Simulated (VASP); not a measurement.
A run of VASP 6.6.1:

The input INCAR:

```
ALGO = Fast
EDIFF = 1E-6
ENCUT = 520
GGA = PE
ISIF = 2
ISMEAR = 0
LASPH = T
LCHARG = T
LELF = T
LREAL = F
LVHAR = T
LWAVE = F
NBANDS = 22
NELM = 60
PREC = Accurate
SIGMA = 0.15
```

The input KPOINTS:

```
k-points
0
Gamma
  8 8 8
```

File POSCAR:

```
Al
1.0
    0.0000000000      4.0406222370     -4.0406222370
    4.0406222370      4.0406222370      0.0000000000
    4.0406222370      0.0000000000     -4.0406222370
Al
8
Direct
    0.5000000000      0.0000000000      0.5000000000
    0.5000000000      0.5000000000      0.5000000000
    0.0000000000      0.0000000000      0.5000000000
    0.0000000000      0.5000000000      0.5000000000
    0.5000000000      0.0000000000      0.0000000000
    0.5000000000      0.5000000000      0.0000000000
    0.0000000000      0.0000000000      0.0000000000
    0.0000000000      0.5000000000      0.0000000000
```

Potentials or basis: VASP PAW PBE potentials, release 64 (Al).

Run with:

```sh
$ cat potpaw_PBE.64/Al/POTCAR > POTCAR
$ mpirun -np 1 vasp_std > vasp.out
```

Hardware: 1 thread of AMD EPYC 7R43 64-Core Processor (Zen 3), on a shared host.

Problem. Estimate the wall time of this run.

Solution. It took 68 s on 1 thread of AMD EPYC 7R43 64-Core Processor (Zen 3) (shared host), peak memory 0.23 GiB. Counts: scf iterations 13, k points 29.
